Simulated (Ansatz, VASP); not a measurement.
**ZrC: VASP beside Ansatz**

```xyz
4
Lattice="3.3707 0.0000 0.0000 -1.6853 2.8341 0.0000 0.0000 0.0000 5.7944" Properties=species:S:1:pos:R:3 pbc="T T T"
Zr    0.0000    0.0000    0.0000
Zr    0.0000    0.0000    2.8972
C     0.0000    1.8894    1.4486
C     1.6853    0.9447    4.3458
```

Change from the starting cell: strain e1 = +0.03, atoms carried along.

Alike in both runs: task single point; functional PBEsol; k mesh 12 × 12 × 6; occupations gaussian, width 0.05 eV; no spin polarisation.

|  | VASP | Ansatz |
| --- | --- | --- |
| version | VASP 6.6.1 | Ansatz 0.2.0 |
| potentials or method | VASP PAW PBE potentials, release 64 (Zr_sv, C), cutoff 520 eV | scalar-relativistic, plane waves, PAW |
| valence electrons in the cell | 32 | 32 |

VASP gave:

```
gap on the k mesh at the Fermi level (eV)                     : none
pressure (GPa)                                                : -5.1
traceless stress, the component that is largest in VASP (GPa) : -4.95
```

Question: What did Ansatz give for the same quantities?

Answer: gap on the k mesh at the Fermi level (eV): none; pressure (GPa): -5.4; traceless stress, the component that is largest in VASP (GPa): -4.91.

VASP's potentials were made for PBE, not for PBEsol. A gap of «none» marks a metal or a gap that the smearing closes.
